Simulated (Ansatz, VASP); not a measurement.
**One calculation of Ba, two programs**

INCAR

```
SYSTEM = Ba
ALGO     = Normal         ! electronic algorithm
EDIFF    = 1E-6           ! SCF threshold, eV
EDIFFG   = -0.01          ! ionic threshold
ENCUT    = 600            ! plane-wave cutoff, eV
GGA      = PE             ! functional
IBRION   = 2              ! ionic algorithm
ISIF     = 3              ! what is computed and relaxed
ISMEAR   = 0              ! smearing method
IVDW     = 13             ! dispersion correction
LASPH    = .TRUE.         ! aspherical terms in the spheres
LCHARG   = .FALSE.        ! write CHGCAR
LREAL    = .FALSE.        ! projectors in reciprocal space
LWAVE    = .FALSE.        ! write WAVECAR
NELM     = 100            ! most SCF steps
NSW      = 60             ! ionic steps
PREC     = Accurate       ! precision mode
SIGMA    = 0.15           ! smearing width, eV
```

KPOINTS

```
k-points
0
G
  5 5 5
  0 0 0
```

Contents of POSCAR:

```
Ba
1.0
   -2.4986240000      2.4986240000      2.4986240000
    2.4986240000     -2.4986240000      2.4986240000
    2.4986240000      2.4986240000     -2.4986240000
Ba
1
Direct
    0.0000000000      0.0000000000      0.0000000000
```

Input for Ansatz:

```yaml
crystal:
  lattice:
    - [-2.498624, 2.498624, 2.498624]
    - [2.498624, -2.498624, 2.498624]
    - [2.498624, 2.498624, -2.498624]
  atoms:
    - { symbol: Ba, position: [0.0, 0.0, 0.0] }
  symmetry: { tolerance: 0.0003 }
kpoints:
  mp_grid: { grid: [5, 5, 5], shift: [0, 0, 0] }
magnetization:
  spin_polarized: false
scf:
  occupations: { method: gaussian, width: 0.15 }
hamiltonian:
  pseudopotentials: { kind: paw }
  xc: pbe
  dispersion: d4
basis:
  ecutwfc: 420
output:
  forces: true
  stress: true
  eigenvalues: true
relax:
  max_steps: 40
  cell: {}
```

Alike in both runs: task relaxation of cell and atoms; functional PBE; dispersion D4; k mesh 5 × 5 × 5; occupations gaussian, width 0.15 eV; no spin polarisation.

|  | VASP | Ansatz |
| --- | --- | --- |
| version | VASP 6.6.1 | Ansatz 0.2.0 |
| potentials or method | VASP PAW PBE potentials, release 64 (Ba_sv), cutoff 600 eV | PAW plane waves |
| valence electrons in the cell | 10 | 10 |

|  | VASP | Ansatz | Ansatz less VASP |
| --- | --- | --- | --- |
| gap on the k mesh at the Fermi level, each at its own relaxed structure (eV) | none | none | - |
| relaxed volume (Å³/atom) | 60.93 | 60.92 | -0.004 |
| relaxed cell length with the largest relative difference (Å) | 4.293 | 4.293 | -0.0001 |

A gap of «none» marks a metal or a gap that the smearing closes. Ansatz's warnings: dispersion switch in reach, relaxed geometry near dispersion switch.

Neither program's run includes spin-orbit coupling.
